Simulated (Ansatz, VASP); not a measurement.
## Two plane-wave programs on Re

```xyz
2
Lattice="0.0000 2.7975 2.7975 2.7975 0.0000 2.7975 2.7975 2.7975 0.0000" Properties=species:S:1:pos:R:3 pbc="T T T"
Re    2.7975    2.7975    2.7975
Re    4.1962    4.1962    4.1962
```

Alike in both runs: functional PBEsol; k mesh 6 × 6 × 6; occupations gaussian, width 0.1 eV; no spin polarisation.

Ansatz relaxed the structure, and its values are those at the end. VASP's run is a single point on that final structure, the one shown.

|  | VASP | Ansatz |
| --- | --- | --- |
| version | VASP 6.6.1 | Ansatz 0.2.0 |
| potentials or method | VASP PAW PBE potentials, release 64 (Re), cutoff 520 eV | scalar-relativistic, plane waves, PAW |
| valence electrons in the cell | 14 | 30 |

VASP gave:

```
gap on the k mesh at the Fermi level (eV) : none
pressure (GPa)                            : -1.7
```

Which values does Ansatz return?

gap on the k mesh at the Fermi level (eV): none; pressure (GPa): 0.0.

VASP's potentials were made for PBE, not for PBEsol. A gap of «none» marks a metal or a gap that the smearing closes. With one functional, cell and mesh, what is left measures potentials, basis and numerics. VASP's potentials hold 14 valence electrons a cell and Ansatz's 30, so a difference there can come from the potentials and not from the codes.

Neither program's run includes spin-orbit coupling.
